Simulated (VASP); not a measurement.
Wanted: the native input for a VASP 6.6.1 run.

* Task: single point
* Functional: PBE
* Potentials or basis: VASP PAW PBE potentials, release 64 (Zn, O)
* Cutoff: 520 eV
* k mesh: 9 × 9 × 3
* Occupations: gaussian, width 0.05 eV
* Spin: no spin polarisation
* Dipole correction: no
* Further INCAR settings: ALGO = Normal; EDIFF = 1e-06; NBANDS = 46

The structure of ZnO lies in POSCAR:

```
ZnO
1.0
   -1.6246993620     -2.8140618419      0.0000000000
    1.6246993619     -2.8140618419      0.0000000000
    0.0000000000      0.0000000000     10.4076000000
Zn O
4 4
Direct
    0.6666666667      0.6666666667      0.0000000000
    0.6666666667      0.6666666667      0.5000000000
    0.3333333333      0.3333333333      0.2500000000
    0.3333333333      0.3333333333      0.7500000000
    0.6666666667      0.6666666667      0.1910500000
    0.6666666667      0.6666666667      0.6910500000
    0.3333333333      0.3333333333      0.4410500000
    0.3333333333      0.3333333333      0.9410500000
```

The input as run:

INCAR

```
PREC = Accurate ; ENCUT = 520
EDIFF = 1E-6 ; ISMEAR = 0
SIGMA = 0.05 ; LREAL = F
LASPH = T ; NELM = 100
ALGO = Normal ; ISIF = 2
LWAVE = F ; LCHARG = T
GGA = PE ; LELF = T
LVHAR = T ; NBANDS = 46
```

KPOINTS

```
regular mesh
0
Gamma
  9 9 3
```

Potentials or basis: VASP PAW PBE potentials, release 64 (Zn, O).

Run with:

```console
$ cat potpaw_PBE.64/Zn/POTCAR potpaw_PBE.64/O/POTCAR > POTCAR
$ mpirun -np 1 vasp_std > vasp.out
```

It gave:

The pressure is 6.0 GPa, the largest force is 0.033 eV/Å and the band gap on the k mesh is 0.79 eV.

It took 62 s on 1 thread of Intel(R) Xeon(R) 6975P-C (Granite Rapids) (shared host), peak memory 0.23 GiB.
